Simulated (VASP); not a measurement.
# SrO (I4/mmm) in VASP: single point with HSE06

Aim: the single point of SrO with HSE06.

All numbers are computed with VASP 6.6.1; they aren't measurements. Logs are shortened: lines on timing, memory, paths and dates and some standing lists are left out, and cuts for length are marked.

**1. The cell of the first run**

Symmetry: I4/mmm, No. 139, tetragonal system. The conventional cell has a = 3.649 Å, b = 3.649 Å, c = 5.251 Å, α = 90.00°, β = 90.00°, γ = 90.00°. Within 3.4 Å of Sr (site symmetry 4/mmm) lie 6 O at 2.58 to 2.63 Å. O (site symmetry 4/mmm) has 6 Sr at 2.58 to 2.63 Å within 3.4 Å.

**2. Single point, HSE06 (uniaxial z strain +1.8%)**

Contents of POSCAR:

```
SrO
1.0
    0.0000000000      2.5798923266      2.6252984315
    2.5798923266      0.0000000000      2.6252984315
    2.5798923266      2.5798923266      0.0000000000
Sr O
1 1
Direct
    0.0000000000      0.0000000000      0.0000000000
    0.5000000000      0.5000000000      0.5000000000
```

Contents of INCAR.step1:

```
SYSTEM = SrO
  PREC = Accurate
  ENCUT = 520
  EDIFF = 1E-5
  ISMEAR = 0
  SIGMA = 0.01
  LREAL = .FALSE.
  LASPH = .TRUE.
  NELM = 100
  ALGO = Normal
  ISIF = 2
  LWAVE = .TRUE.
  LCHARG = .FALSE.
  NBANDS = 15
  GGA = PE
```

Contents of INCAR.step2:

```
SYSTEM = SrO
  PREC = Accurate
  ENCUT = 520
  EDIFF = 1E-6
  ISMEAR = 0
  SIGMA = 0.01
  LREAL = .FALSE.
  LASPH = .TRUE.
  NELM = 100
  ALGO = Normal
  ISIF = 2
  LWAVE = .FALSE.
  LCHARG = .FALSE.
  GGA = PE
  LHFCALC = .TRUE.
  HFSCREEN = 0.2079
  PRECFOCK = Normal
  NBANDS = 15
  ISTART = 1
```

Contents of KPOINTS:

```
Automatic mesh
0
G
  6 6 6
  0 0 0
```

Potentials or basis: VASP PAW PBE potentials, release 64 (Sr_sv, O).

On the command line:

```sh
$ cat potpaw_PBE.64/Sr_sv/POTCAR potpaw_PBE.64/O/POTCAR > POTCAR
$ cp INCAR.step1 INCAR
$ mpirun -np 1 vasp_std > vasp.out
$ cp INCAR.step2 INCAR
$ mpirun -np 1 vasp_std > vasp.out
```

OUTCAR:

```text
SYSTEM = SrO
   PREC = Accurate
   ENCUT = 520
   EDIFF = 1E-6
   ISMEAR = 0
   LREAL = .FALSE.
   LASPH = .TRUE.
   NELM = 100
   ISIF = 2
   GGA = PE
   LHFCALC = .TRUE.
   HFSCREEN = 0.2079
   PRECFOCK = Normal
   ISTART = 1

 ion  position               nearest neighbor table
   1  0.000  0.000  0.000-   2 2.58   2 2.58   2 2.58   2 2.58   2 2.63   2 2.63
   2  0.500  0.500  0.500-   1 2.58   1 2.58   1 2.58   1 2.58   1 2.63   1 2.63

  LATTYP: Found a body centered tetragonal cell.
 ALAT       =     3.6485187177
 C/A-ratio  =     1.4391037210

  Lattice vectors:

 A1 = (  -2.5798923266,   0.0000000000,   2.6252984315)
 A2 = (   2.5798923266,   0.0000000000,   2.6252984315)
 A3 = (   0.0000000000,   2.5798923266,  -2.6252984315)

Analysis of symmetry for initial positions (statically):
=====================================================================
 Subroutine PRICEL returns:
 Original cell was already a primitive cell.

 Routine SETGRP: Setting up the symmetry group for a
 body centered tetragonal supercell.

 Subroutine GETGRP returns: Found 16 space group operations
 (whereof 16 operations were pure point group operations)
 out of a pool of 16 trial point group operations.

The static configuration has the point symmetry D_4h.

Analysis of symmetry for dynamics (positions and initial velocities):
=====================================================================
 Subroutine PRICEL returns:
 Original cell was already a primitive cell.

 Routine SETGRP: Setting up the symmetry group for a
 body centered tetragonal supercell.

 Subroutine GETGRP returns: Found 16 space group operations
 (whereof 16 operations were pure point group operations)
 out of a pool of 16 trial point group operations.

The dynamic configuration has the point symmetry D_4h.

 Subroutine INISYM returns: Found 16 space group operations
 (whereof 16 operations are pure point group operations),
 and found     1 'primitive' translations

----------------------------------------------------------------------------------------

                                     Primitive cell

  volume of cell :      34.9472

  direct lattice vectors                    reciprocal lattice vectors
     0.000000000  2.579892327  2.625298432    -0.193806538  0.193806538  0.190454538
     2.579892327  0.000000000  2.625298432     0.193806538 -0.193806538  0.190454538
     2.579892327  2.579892327  0.000000000     0.193806538  0.193806538 -0.190454538

  length of vectors
     3.680765718  3.680765718  3.648518718     0.333758714  0.333758714  0.333758714

  position of ions in fractional coordinates (direct lattice)
     0.000000000  0.000000000  0.000000000
     0.500000000  0.500000000  0.500000000

  ion indices of the primitive-cell ions
   primitive index   ion index
                 1           1
                 2           2

----------------------------------------------------------------------------------------

 KPOINTS: Automatic mesh

Automatic generation of k-mesh.
 Grid dimensions read from file:
 generate k-points for:    6    6    6

 Generating k-lattice:

  Cartesian coordinates                     Fractional coordinates (reciprocal lattice)
    -0.032301090  0.032301090  0.031742423     0.166666667  0.000000000  0.000000000
     0.032301090 -0.032301090  0.031742423     0.000000000  0.166666667  0.000000000
     0.032301090  0.032301090 -0.031742423    -0.000000000 -0.000000000  0.166666667

  Length of vectors
     0.055626452  0.055626452  0.055626452

  Shift w.r.t. Gamma in fractional coordinates (k-lattice)
     0.000000000  0.000000000  0.000000000

 Subroutine IBZKPT returns following result:
 ===========================================

 Found     30 irreducible k-points:

 Following reciprocal coordinates:
            Coordinates               Weight
  0.000000  0.000000  0.000000      1.000000
  0.166667 -0.000000  0.000000      8.000000
  0.333333  0.000000  0.000000      8.000000
  0.500000  0.000000  0.000000      4.000000
  0.166667  0.166667  0.000000      2.000000
  0.333333  0.166667  0.000000      8.000000
[... 16 lines left out ...]
  0.333333  0.000000  0.333333      4.000000
  0.500000 -0.000000  0.333333     16.000000
 [... further k-points ...]
   k-points           NKPTS =     30   k-points in BZ     NKDIM =    216   number of bands    NBANDS=     15
   number of dos      NEDOS =    301   number of ions     NIONS =      2
   total plane-waves  NPLWV =  21952
   dimension x,y,z NGX =    28 NGY =   28 NGZ =   28
   dimension x,y,z NGXF=    56 NGYF=   56 NGZF=   56
   ions per type =               1   1
   NGX,Y,Z   is equivalent  to a cutoff of  12.65, 12.65, 12.76 a.u.
   NGXF,Y,Z  is equivalent  to a cutoff of  25.29, 25.29, 25.52 a.u.
 SYSTEM =  SrO
   PREC   = accura    normal or accurate (medium, high low for compatibility)
   ISTART =      1    job   : 0-new  1-cont  2-samecut
   ICHARG =      0    charge: 1-file 2-atom 10-const
   ISPIN  =      1    spin polarized calculation?
   LNONCOLLINEAR =      F non collinear calculations
   LSORBIT =      F    spin-orbit coupling
   LASPH  =      T    aspherical Exc in radial PAW
   ENCUT  =  520.0 eV  38.22 Ry    6.18 a.u.   6.84  6.84  6.78*2*pi/ulx,y,z
   NELM   =    100;   NELMIN=  2; NELMDL=  0     # of ELM steps
   EDIFF  = 0.1E-05   stopping-criterion for ELM
   LREAL  =      F    real-space projection
   EDIFFG = 0.1E-04   stopping-criterion for IOM
   NSW    =      0    number of steps for IOM
   IBRION =     -1    ionic relax: 0-MD 1-quasi-New 2-CG
   NFREE  =      0    steps in history (QN), initial steepest desc. (CG)
   ISIF   =      2    stress and relaxation
   ISYM   =      3    0-nonsym 1-usesym 2-fastsym
   POTIM  = 0.5000    time-step for ionic-motion
   TEBEG  =    0.0;   TEEND  =   0.0 temperature during run
   PSTRESS=    0.0 pullay stress
   NELECT =      16.0000    total number of electrons
   NUPDOWN=      -1.0000    fix difference up-down
   EMIN   =  10.00;   EMAX   =-10.00  energy-range for DOS
   EFERMI =   0.00;   METHOD = LEGACY
   ISMEAR =     0;   SIGMA  =   0.01  broadening in eV -4-tet -1-fermi 0-gaus
   EFERMI_NEDOS =   21; number of points for ismear=-14 and -15
   IALGO  =     38    algorithm
   IMIX   =      1    mixing-type and parameters
     AMIX     =   0.40;   BMIX     =  1.00
     AMIX_MAG =   1.60;   BMIX_MAG =  1.00
  volume/ion in A,a.u.               =      17.47       117.92
  Fermi-wavevector in a.u.,A,eV,Ry     =   1.261762  2.384385 21.661075  1.592044
  Thomas-Fermi vector in A             =   2.395205
   LORBIT       =      0    0 simple, 1 ext, 2 COOP (PROOUT), +10 PAW based schemes
   GGA     = PE    functional components
   LHFCALC =     T    Hartree Fock is set to
   PRECFOCK=normal    Normal, Fast or Accurate (Low or Medium for compatibility)
   ENCUT4O =  -1.0   cutoff for four orbital integrals eV
   NKREDX  =     1    reduce k-point grid by
   NKREDY  =     1    reduce k-point grid by
   NKREDZ  =     1    reduce k-point grid by
   AEXX    =    0.2500 exact exchange contribution
   HFSCREEN=    0.2079 screening length (either q_TF or 0.3 A-1)
   HFSCREENC=   0.2079 screening length for correlation (either q_TF or 0.3 A-1)
   ENCUTFOCK=  -1.0 apply spherical cutoff to Coloumb kernel
   IVDW    =     0    specifies the selected vdW correction
   LEPSILON=     F    determine dielectric tensor
   LRPA    =     F    only Hartree local field effects (RPA)
 non-spin polarized calculation
 Gauss-broadening in eV      SIGMA  =   0.01
  energy-cutoff  :      520.00
  volume of cell :       34.95
 maximum number of plane-waves:       953
  NGX = 24; NGY = 24; NGZ = 24

 number of electron      16.0000000 magnetization

 Free energy of the ion-electron system (eV)
  ---------------------------------------------------
  ext. energy  EPLUGINS =         0.00000000
  ---------------------------------------------------
  free energy    TOTEN  =       -14.17921105 eV

  energy without entropy =      -14.17921105  energy(sigma->0) =      -14.17921105

 E-fermi :   0.5387     XC(G=0):  -8.1613

 val. band max:        0.4906171701   @ k =   0.0000   0.0000   0.0000
 cond. band min:       5.2032001134   @ k =   0.5000   0.0000   0.5000
 fundamental gap:      4.7125829432
 Fermi energy:         0.5387338041

 k-point     1 :       0.0000    0.0000    0.0000
  band No.  band energies     occupation
      1     -33.9568      2.00000
      2     -16.0517      2.00000
      3     -14.3424      2.00000
      4     -14.3314      2.00000
      5     -14.3314      2.00000
      6       0.4504      2.00000
      7       0.4906      2.00000
      8       0.4906      2.00000
      9       5.7239      0.00000
     10       8.1889      0.00000
     11       8.3222      0.00000
     12       8.3222      0.00000
     13      10.3587      0.00000
     14      10.5837      0.00000
     15      14.6106      0.00000

 k-point     2 :       0.1667   -0.0000    0.0000
  band No.  band energies     occupation
      1     -33.9244      2.00000
      2     -16.4714      2.00000
      3     -14.3616      2.00000
      4     -14.3458      2.00000
      5     -13.9865      2.00000
      6      -0.2321      2.00000
      7       0.1462      2.00000
      8       0.1609      2.00000
      9       6.8786      0.00000
     10       8.0432      0.00000
     11       8.7920      0.00000
     12       8.8595      0.00000
     13      11.0676      0.00000
     14      11.3047      0.00000
     15      16.3054      0.00000

 k-point     3 :       0.3333    0.0000    0.0000
  band No.  band energies     occupation
      1     -33.8586      2.00000
      2     -17.0762      2.00000
      3     -14.4051      2.00000
      4     -14.3741      2.00000
      5     -13.5264      2.00000
      6      -1.2926      2.00000
      7      -0.4170      2.00000
      8      -0.4109      2.00000
      9       8.2053      0.00000
     10       9.0685      0.00000
     11      10.1472      0.00000
     12      10.1775      0.00000
     13      12.6918      0.00000
     14      12.9317      0.00000
     15      17.9021      0.00000

 k-point     4 :       0.5000    0.0000    0.0000
  band No.  band energies     occupation
      1     -33.8253      2.00000
      2     -17.3254      2.00000
      3     -14.4266      2.00000
      4     -14.3879      2.00000
      5     -13.3495      2.00000
      6      -1.7337      2.00000
      7      -0.6752      2.00000
      8      -0.6595      2.00000
      9       8.5873      0.00000
     10      10.2217      0.00000
     11      11.0022      0.00000
     12      11.0283      0.00000
     13      14.0677      0.00000
     14      14.2618      0.00000
     15      16.9358      0.00000
[... 307 lines left out ...]
 k-point    22 :      -0.3333    0.5000    0.1667
  band No.  band energies     occupation
      1     -33.7901      2.00000
      2     -16.4692      2.00000
      3     -15.1302      2.00000
      4     -14.8242      2.00000
      5     -14.0261      2.00000
      6      -0.4513      2.00000
      7      -0.1227      2.00000
      8       0.1269      2.00000
      9       6.6763      0.00000
     10       9.6407      0.00000
     11      10.4944      0.00000
     12      13.2539      0.00000
     13      13.2895      0.00000
     14      14.8828      0.00000
     15      15.5370      0.00000

 k-point    23 :       0.3333    0.0000    0.3333
  band No.  band energies     occupation
      1     -33.8270      2.00000
      2     -16.5674      2.00000
      3     -14.6203      2.00000
      4     -14.6029      2.00000
      5     -14.3015      2.00000
      6      -0.7150      2.00000
      7       0.2789      2.00000
      8       0.3322      2.00000
      9       5.7396      0.00000
     10       8.6760      0.00000
     11      11.7449      0.00000
     12      11.8964      0.00000
     13      11.9233      0.00000
     14      12.7979      0.00000
     15      18.6412      0.00000

 k-point    24 :       0.5000   -0.0000    0.3333
  band No.  band energies     occupation
      1     -33.7949      2.00000
      2     -16.5281      2.00000
      3     -14.9528      2.00000
      4     -14.6325      2.00000
      5     -14.2925      2.00000
      6      -0.3412      2.00000
      7      -0.0588      2.00000
      8       0.0904      2.00000
      9       6.0536      0.00000
     10       9.8674      0.00000
     11      11.1925      0.00000
     12      12.3318      0.00000
     13      12.9414      0.00000
     14      14.4746      0.00000
     15      15.8090      0.00000

 [... further k-points ...]

------------------------ aborting loop because EDIFF is reached ----------------------------------------

  FORCE on cell =-STRESS in cart. coord.  units (eV):
  Direction    XX          YY          ZZ          XY          YZ          ZX
  --------------------------------------------------------------------------------------
  -------------------------------------------------------------------------------------
  Total       -0.1443567     -0.1443567     -0.5706855      0.0000000      0.0000000     -0.0000000
  in kB       -6.6181346     -6.6181346    -26.1634830      0.0000000      0.0000000     -0.0000000
  external PRESSURE =     -13.1332507 kB  Pullay stress =       0.0000000 kB

 VOLUME and BASIS-vectors are now :
 -----------------------------------------------------------------------------
  energy-cutoff  :      520.00
  volume of cell :       34.95
      direct lattice vectors                 reciprocal lattice vectors
     0.000000000  2.579892327  2.625298432    -0.193806538  0.193806538  0.190454538
     2.579892327  0.000000000  2.625298432     0.193806538 -0.193806538  0.190454538
     2.579892327  2.579892327  0.000000000     0.193806538  0.193806538 -0.190454538

 POSITION                                       TOTAL-FORCE (eV/Angst)
 -----------------------------------------------------------------------------------
      0.00000      0.00000      0.00000        -0.000000      0.000000      0.000000
      2.57989      2.57989      2.62530         0.000000     -0.000000     -0.000000
 -----------------------------------------------------------------------------------
    total drift:                                0.000000     -0.000000     -0.000000

  FREE ENERGIE OF THE ION-ELECTRON SYSTEM (eV)
  ---------------------------------------------------
  free  energy   TOTEN  =       -14.1792110532 eV

  energy  without entropy=      -14.1792110532  energy(sigma->0) =      -14.17921105
```

Wall time 85 min (1 thread of Intel Xeon Platinum 8259CL at 2.50GHz (Skylake/Cascade Lake), shared host); peak memory 0.29 GiB.

What came out:

- Free energy: -14.1792 eV
- Pressure: -1.3 GPa
- Band gap on the k mesh: 4.71 eV (least direct gap 4.83 eV)

Stress tensor (GPa, compression positive):
```
-0.66  0.00  0.00
 0.00 -0.66  0.00
 0.00  0.00 -2.62
```

Caveat: the cell differs from its parent crystal (uniaxial z strain +1.8%); the PAW data sets were made with another functional, which shifts forces and pressure a little. A k mesh can miss the band edges.
